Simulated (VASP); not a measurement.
# FeO (I4/mmm) in VASP: notebook

The runs below take FeO through single point, with PBEsol.

All numbers are computed with VASP 6.6.1; they aren't measurements. Logs are shortened: lines on timing, memory, paths and dates and some standing lists are left out, and cuts for length are marked.

### 1 The cell of the first run

It takes space group I4/mmm (No. 139, tetragonal). The conventional cell has a = 3.204 Å, b = 3.204 Å, c = 4.167 Å, α = 90.00°, β = 90.00°, γ = 90.00°. Fe (site symmetry 4/mmm) has 6 O at 2.08 to 2.27 Å within 2.8 Å. O (site symmetry 4/mmm) has 6 Fe at 2.08 to 2.27 Å within 2.8 Å.

### 2 Single point, PBEsol, collinear spin, ferromagnetic start

Input file INCAR:

```
SYSTEM = FeO
  PREC = Accurate
  ENCUT = 520
  EDIFF = 1E-7
  ISMEAR = -1
  SIGMA = 0.05
  LREAL = .FALSE.
  LASPH = .TRUE.
  NELM = 150
  ALGO = Normal
  ISIF = 2
  LWAVE = .FALSE.
  LCHARG = .FALSE.
  ISPIN = 2
  MAGMOM = 4.5 0
  LORBIT = 11
  NUPDOWN = 4.5
  LMAXMIX = 4
  GGA = PS
  NBANDS = 18
```

Input file KPOINTS:

```
Automatic mesh
0
G
  10 10 10
  0 0 0
```

Input file POSCAR:

```
FeO
1.0
   -1.6021034130      1.6021034130      2.0833922500
    1.6021034130     -1.6021034130      2.0833922500
    1.6021034130      1.6021034130     -2.0833922500
Fe O
1 1
Direct
    0.0000000000      0.0000000000      0.0000000000
    0.5000000000      0.5000000000      0.0000000000
```

Potentials or basis: VASP PAW PBE potentials, release 64 (Fe, O).

Command:

```console
$ cat potpaw_PBE.64/Fe/POTCAR potpaw_PBE.64/O/POTCAR > POTCAR
$ mpirun -np 1 vasp_std > vasp.out
```

OUTCAR:

```text
SYSTEM = FeO
   PREC = Accurate
   ENCUT = 520
   EDIFF = 1E-7
   ISMEAR = -1
   LREAL = .FALSE.
   LASPH = .TRUE.
   NELM = 150
   ISIF = 2
   ISPIN = 2
   LORBIT = 11
   NUPDOWN = 4.5
   GGA = PS

 ion  position               nearest neighbor table
   1  0.000  0.000  0.000-   2 2.08   2 2.08   2 2.27   2 2.27   2 2.27   2 2.27
   2  0.500  0.500  0.000-   1 2.08   1 2.08   1 2.27   1 2.27   1 2.27   1 2.27

  LATTYP: Found a body centered tetragonal cell.
 ALAT       =     3.2042068260
 C/A-ratio  =     1.3004105934

  Lattice vectors:

 A1 = (  -1.6021034130,   1.6021034130,   2.0833922500)
 A2 = (   1.6021034130,  -1.6021034130,   2.0833922500)
 A3 = (   1.6021034130,   1.6021034130,  -2.0833922500)

Analysis of symmetry for initial positions (statically):
=====================================================================
 Subroutine PRICEL returns:
 Original cell was already a primitive cell.

 Routine SETGRP: Setting up the symmetry group for a
 body centered tetragonal supercell.

 Subroutine GETGRP returns: Found 16 space group operations
 (whereof 16 operations were pure point group operations)
 out of a pool of 16 trial point group operations.

The static configuration has the point symmetry D_4h.

Analysis of symmetry for dynamics (positions and initial velocities):
=====================================================================
 Subroutine PRICEL returns:
 Original cell was already a primitive cell.

 Routine SETGRP: Setting up the symmetry group for a
 body centered tetragonal supercell.

 Subroutine GETGRP returns: Found 16 space group operations
 (whereof 16 operations were pure point group operations)
 out of a pool of 16 trial point group operations.

The dynamic configuration has the point symmetry D_4h.

Analysis of structural, dynamic, and magnetic symmetry:
=====================================================================
 Subroutine PRICEL returns:
 Original cell was already a primitive cell.

 Routine SETGRP: Setting up the symmetry group for a
 body centered tetragonal supercell.

 Subroutine GETGRP returns: Found 16 space group operations
 (whereof 16 operations were pure point group operations)
 out of a pool of 16 trial point group operations.

The overall configuration has the point symmetry D_4h.

 Subroutine INISYM returns: Found 16 space group operations
 (whereof 16 operations are pure point group operations),
 and found     1 'primitive' translations

----------------------------------------------------------------------------------------

[... 115 lines left out ...]
  Thomas-Fermi vector in A             =   2.542205
   LORBIT       =     11    0 simple, 1 ext, 2 COOP (PROOUT), +10 PAW based schemes
   GGA     = PS    functional components
   LHFCALC =     F    Hartree Fock is set to
   AEXX    =    0.0000 exact exchange contribution
   IVDW    =     0    specifies the selected vdW correction
   LEPSILON=     F    determine dielectric tensor
   LRPA    =     F    only Hartree local field effects (RPA)
 spin polarized calculation
  energy-cutoff  :      520.00
  volume of cell :       21.39
 maximum number of plane-waves:       588
   NGX = 11   NGY = 11   NGZ = 11

 number of electron      14.0000002 magnetization       4.5000002

 Free energy of the ion-electron system (eV)
  ---------------------------------------------------
  ext. energy  EPLUGINS =         0.00000000
  ---------------------------------------------------
  free energy    TOTEN  =       -14.97127641 eV

  energy without entropy =      -14.95898942  energy(sigma->0) =      -14.96513292

 E-fermi :   4.8728     XC(G=0): -12.0828

 val. band max:        9.0916371312   @ k =   0.2000   0.1000   0.1000
 cond. band min:       4.8763000657   @ k =  -0.2000   0.4000   0.1000
 fundamental gap:     -4.2153370655
 Fermi energy:         9.1124430965

 spin component 1

 k-point     1 :       0.0000    0.0000    0.0000
  band No.  band energies     occupation
      1     -14.8944      1.00000
      2       0.8278      1.00000
      3       0.8278      1.00000
      4       1.0022      1.00000
      5       1.0788      1.00000
      6       1.1703      1.00000
[... 493 lines left out ...]
     17      30.9726      0.00000
     18      33.0673      0.00000

 [... further k-points ...]

 spin component 2

 k-point     1 :       0.0000    0.0000    0.0000
  band No.  band energies     occupation
      1     -14.0732      1.00000
      2       2.3166      1.00000
      3       2.6534      1.00000
      4       2.6534      1.00000
      5       4.3086      0.99999
      6       4.3086      0.99999
[... 493 lines left out ...]
     17      32.0524      0.00000
     18      34.0395      0.00000

 [... further k-points ...]

------------------------ aborting loop because EDIFF is reached ----------------------------------------

  FORCE on cell =-STRESS in cart. coord.  units (eV):
  Direction    XX          YY          ZZ          XY          YZ          ZX
  --------------------------------------------------------------------------------------
  -------------------------------------------------------------------------------------
  Total       -1.1053265     -1.1053265     -0.2710557      0.0000000      0.0000000      0.0000000
  in kB      -82.7921258    -82.7921258    -20.3028478      0.0000000      0.0000000      0.0000000
  external PRESSURE =     -61.9623665 kB  Pullay stress =       0.0000000 kB

 VOLUME and BASIS-vectors are now :
 -----------------------------------------------------------------------------
  energy-cutoff  :      520.00
  volume of cell :       21.39
      direct lattice vectors                 reciprocal lattice vectors
    -1.602103413  1.602103413  2.083392250     0.000000000  0.312089717  0.239993213
     1.602103413 -1.602103413  2.083392250     0.312089717  0.000000000  0.239993213
     1.602103413  1.602103413 -2.083392250     0.312089717  0.312089717  0.000000000

 POSITION                                       TOTAL-FORCE (eV/Angst)
 -----------------------------------------------------------------------------------
      0.00000      0.00000      0.00000         0.000000     -0.000000      0.000000
      0.00000      0.00000      2.08339        -0.000000      0.000000     -0.000000
 -----------------------------------------------------------------------------------
    total drift:                               -0.000000      0.000000     -0.000000

  FREE ENERGIE OF THE ION-ELECTRON SYSTEM (eV)
  ---------------------------------------------------
  free  energy   TOTEN  =       -14.9712764122 eV

  energy  without entropy=      -14.9589894234  energy(sigma->0) =      -14.96513292

 total charge

# of ion       s       p       d       tot
------------------------------------------
    1        0.330   0.360   5.922   6.611
    2        1.578   3.363   0.000   4.941
--------------------------------------------------
tot          1.908   3.722   5.922  11.552

 magnetization (x)

# of ion       s       p       d       tot
------------------------------------------
    1        0.078   0.046   3.724   3.848
    2        0.059   0.387   0.000   0.446
--------------------------------------------------
tot          0.137   0.433   3.724   4.294
```

stdout:

```text
POSCAR found type information on POSCAR FeO
 POSCAR found :  2 types and       2 ions
 scaLAPACK will be used
 -----------------------------------------------------------------------------
|                                                                             |
|                                                                             |
|     You enforced a specific xc type in the INCAR file but a different       |
|     I HOPE YOU KNOW WHAT YOU ARE DOING!                                     |
|                                                                             |
 -----------------------------------------------------------------------------

 LDA part: xc-table for (Slater+PW92), standard interpolation
 POSCAR, INCAR and KPOINTS ok, starting setup
 FFT: planning ... GRIDC
 FFT: planning ... GRID_SOFT
 FFT: planning ... GRID
 WAVECAR not read
 entering main loop
```

Wall time 34 s (1 thread of Intel Xeon 6975P-C (Granite Rapids), shared host); peak memory 0.19 GiB.

What came out:

```yaml
Free_energy: -14.9713 eV
Pressure: -6.2 GPa
Net_moment: 4.50 μB per cell
Site_moments: Fe +3.85; O +0.45 μB
Valence_electrons_inside_the_program's_atomic_spheres: Fe 6.61; O 4.94
```

Caveat: the cell stands under tension; the PAW data sets were made with another functional, which shifts forces and pressure a little; the total moment is fixed, so each spin has its own Fermi level; a cell with one magnetic atom can't hold antiferromagnetic order, which such compounds often take.

### 3 Single point, PBEsol, collinear spin, ferromagnetic start

Input file INCAR:

```
SYSTEM = FeO
PREC = Accurate
ENCUT = 520
EDIFF = 1E-7
ISMEAR = -1
SIGMA = 0.05
LREAL = .False.
LASPH = .True.
NELM = 150
ALGO = Normal
ISIF = 2
LWAVE = .False.
LCHARG = .True.
ISPIN = 2
MAGMOM = 6 0
LORBIT = 11
NUPDOWN = 6.0
LMAXMIX = 4
GGA = PS
LELF = .True.
LVHAR = .True.
NBANDS = 18
```

Input file KPOINTS:

```
regular mesh
0
Gamma
  10 10 10
  0 0 0
```

POSCAR is that of step 2.

Potentials or basis: VASP PAW PBE potentials, release 64 (Fe, O).

Command:

```console
$ cat potpaw_PBE.64/Fe/POTCAR potpaw_PBE.64/O/POTCAR > POTCAR
$ mpirun -np 1 vasp_std > vasp.out
```

OUTCAR:

```text
SYSTEM = FeO
   PREC = Accurate
   ENCUT = 520
   EDIFF = 1E-7
   ISMEAR = -1
   LREAL = .False.
   LASPH = .True.
   NELM = 150
   ISIF = 2
   ISPIN = 2
   LORBIT = 11
   NUPDOWN = 6.0
   GGA = PS

 ion  position               nearest neighbor table
   1  0.000  0.000  0.000-   2 2.08   2 2.08   2 2.27   2 2.27   2 2.27   2 2.27
   2  0.500  0.500  0.000-   1 2.08   1 2.08   1 2.27   1 2.27   1 2.27   1 2.27

  LATTYP: Found a body centered tetragonal cell.
 ALAT       =     3.2042068260
 C/A-ratio  =     1.3004105934

  Lattice vectors:
[... 1223 lines left out ...]
  external PRESSURE =     325.3100215 kB  Pullay stress =       0.0000000 kB

 VOLUME and BASIS-vectors are now :
 -----------------------------------------------------------------------------
  energy-cutoff  :      520.00
  volume of cell :       21.39
      direct lattice vectors                 reciprocal lattice vectors
    -1.602103413  1.602103413  2.083392250     0.000000000  0.312089717  0.239993213
     1.602103413 -1.602103413  2.083392250     0.312089717  0.000000000  0.239993213
     1.602103413  1.602103413 -2.083392250     0.312089717  0.312089717  0.000000000

 POSITION                                       TOTAL-FORCE (eV/Angst)
 -----------------------------------------------------------------------------------
      0.00000      0.00000      0.00000        -0.000000      0.000000      0.000000
      0.00000      0.00000      2.08339         0.000000     -0.000000      0.000000
 -----------------------------------------------------------------------------------
    total drift:                               -0.000000      0.000000     -0.000000

  FREE ENERGIE OF THE ION-ELECTRON SYSTEM (eV)
  ---------------------------------------------------
  free  energy   TOTEN  =       -10.3157960934 eV

  energy  without entropy=      -10.3141020001  energy(sigma->0) =      -10.31494905

 total charge

# of ion       s       p       d       tot
------------------------------------------
    1        0.508   0.452   5.555   6.516
    2        1.612   3.299   0.000   4.911
--------------------------------------------------
tot          2.120   3.752   5.555  11.427

 magnetization (x)

# of ion       s       p       d       tot
------------------------------------------
    1        0.270   0.152   4.170   4.592
    2        0.103   0.729   0.000   0.831
--------------------------------------------------
tot          0.372   0.881   4.170   5.423
```

It took 33 s on 1 thread of Intel Xeon 6975P-C (Granite Rapids), shared host; peak memory 0.19 GiB.

What came out:

```yaml
Free_energy: -10.3158 eV
Pressure: 32.5 GPa
Net_moment: 6.00 μB per cell
Site_moments: Fe +4.59; O +0.83 μB
Valence_electrons_inside_the_program's_atomic_spheres: Fe 6.52; O 4.91
```

Stress tensor (GPa, compression positive):
```
29.96  0.00  0.00
 0.00 29.96  0.00
 0.00  0.00 37.66
```

Caveat: the cell stands under pressure; the PAW data sets were made with another functional, which shifts forces and pressure a little; the total moment is fixed, so each spin has its own Fermi level; a cell with one magnetic atom can't hold antiferromagnetic order, which such compounds often take.

### 4 Single point, PBEsol, collinear spin, ferromagnetic start

Input file INCAR:

```
ALGO = Normal
EDIFF = 1E-6
ENCUT = 520
GGA = PS
ISIF = 2
ISMEAR = -1
ISPIN = 2
LASPH = True
LCHARG = False
LMAXMIX = 4
LORBIT = 11
LREAL = False
LWAVE = False
MAGMOM = -2.68 0
NBANDS = 18
NELM = 150
PREC = Accurate
SIGMA = 0.05
```

Input file KPOINTS:

```
k-points
0
Gamma
  12 12 12
```

POSCAR is that of step 3.

Command:

```console
$ cat potpaw_PBE.64/Fe/POTCAR potpaw_PBE.64/O/POTCAR > POTCAR
$ mpirun -np 1 vasp_std > vasp.out
```

Run time: 51 s. Hardware: 1 thread of Intel Xeon 6975P-C (Granite Rapids), shared host; peak memory 0.22 GiB.

The run converged. Its results:

```yaml
Free_energy: -15.7180 eV
Pressure: -16.0 GPa
Band_gap_on_the_k_mesh: zero (filled and empty bands overlap)
Net_moment: -4.00 μB per cell
Site_moments: Fe -3.61; O -0.30 μB
Valence_electrons_inside_the_program's_atomic_spheres: Fe 6.67; O 4.94
```

Stress tensor (GPa, compression positive):
```
-17.29   0.00   0.00
  0.00 -17.29   0.00
  0.00   0.00 -13.54
```

Levels at points of the mesh, in eV from the Fermi level:
Spin up:
```
           k point  band 1  band 2  band 3  band 4  band 5  band 6  band 7  band 8  band 9  band 10
(0.00, 0.00, 0.00)  -19.68   -3.29   -2.97   -2.97   -0.74   -0.74   -0.45   -0.31    0.02     1.05
(0.50, 0.00, 0.00)  -18.61   -7.59   -4.96   -4.79    0.25    0.51    0.63    2.20    2.79     4.24
(0.50, 0.50, 0.00)  -18.66   -6.56   -4.38   -3.82   -1.86    0.51    0.53    0.78    1.00     6.06
(0.50, 0.50, 0.50)  -18.51   -6.38   -4.34   -4.34   -1.96    0.69    0.70    0.70    1.03     6.16
```
Spin down:
| k point | band 5 | band 6 | band 7 | band 8 | band 9 | band 10 | band 11 | band 12 | band 13 | band 14 |
| --- | --- | --- | --- | --- | --- | --- | --- | --- | --- | --- |
| (0.00, 0.00, 0.00) | -3.75 | -3.62 | -3.59 | -3.58 | -3.58 | -0.22 | 15.09 | 16.37 | 16.37 | 16.48 |
| (0.50, 0.00, 0.00) | -3.11 | -3.03 | -2.50 | -0.81 | -0.19 | 3.72 | 7.80 | 11.05 | 13.00 | 18.34 |
| (0.50, 0.50, 0.00) | -4.41 | -3.36 | -2.89 | -2.86 | -2.80 | 4.73 | 7.82 | 10.68 | 13.49 | 14.82 |
| (0.50, 0.50, 0.50) | -4.58 | -3.27 | -2.85 | -2.85 | -2.76 | 4.85 | 8.87 | 9.63 | 13.17 | 13.17 |

Caveat: the cell stands under tension; the PAW data sets were made with another functional, which shifts forces and pressure a little; a cell with one magnetic atom can't hold antiferromagnetic order, which such compounds often take; semilocal functionals often make such compounds metallic where correlation or magnetic order opens a gap, which also shifts bond lengths. With open d or f shells a metallic result of PBEsol can be an artefact of self-interaction; +U or a hybrid may open a gap.

### 5 Overview

| fixed moment (μB) | k mesh | pressure (GPa) | moment (μB) |
| --- | --- | --- | --- |
| 4.5 | 10 × 10 × 10 | -6.2 | 4.50 |
| 6.0 | 10 × 10 × 10 | 32.5 | 6.00 |
| - | 12 × 12 × 12 | -16.0 | 4.00 |

Alike in all rows: task single point; level PBEsol; potentials or basis VASP PAW PBE potentials, release 64 (Fe, O); spin collinear, ferromagnetic start; cell as given; cutoff (eV) 520; smearing fermi-dirac 0.05 eV.

Caveats: the PAW data sets were made with another functional, which shifts forces and pressure a little; a cell with one magnetic atom can't hold antiferromagnetic order, which such compounds often take; the cell stands under tension (at least some runs); the total moment is fixed, so each spin has its own Fermi level (at least some runs); the cell stands under pressure (at least some runs); semilocal functionals often make such compounds metallic where correlation or magnetic order opens a gap, which also shifts bond lengths (at least some runs).

Total energies depend on the potentials used, so only differences within one code and one set of settings carry meaning.
